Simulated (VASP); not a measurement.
Input of a VASP 6.6.1 run:

File INCAR:

```
SYSTEM = CdAu
  PREC = Accurate
  ENCUT = 520
  EDIFF = 1E-7
  ISMEAR = -1
  SIGMA = 0.05
  LREAL = .FALSE.
  LASPH = .TRUE.
  NELM = 100
  ALGO = Normal
  ISIF = 2
  LWAVE = .FALSE.
  LCHARG = .FALSE.
  GGA = PS
  NBANDS = 18
```

KPOINTS

```
Automatic mesh
0
G
  9 9 9
  0 0 0
```

Contents of POSCAR:

```
CdAu
1.0
    3.3200000000      0.0000000000      0.0000000000
    0.0000000000      3.3200000000      0.0000000000
    0.0000000000      0.0000000000      3.3200000000
Cd Au
1 1
Direct
    0.5000000000      0.5000000000      0.5000000000
    0.0000000000      0.0000000000      0.0000000000
```

Potentials or basis: VASP PAW PBE potentials, release 64 (Cd, Au).

Run with:

```bash
$ cat potpaw_PBE.64/Cd/POTCAR potpaw_PBE.64/Au/POTCAR > POTCAR
$ mpirun -np 1 vasp_std > vasp.out
```

(1) What does it give for the pressure?

Results:

(1) 0.5 GPa.

Caveat: the PAW data sets were made with another functional, which shifts forces and pressure a little.
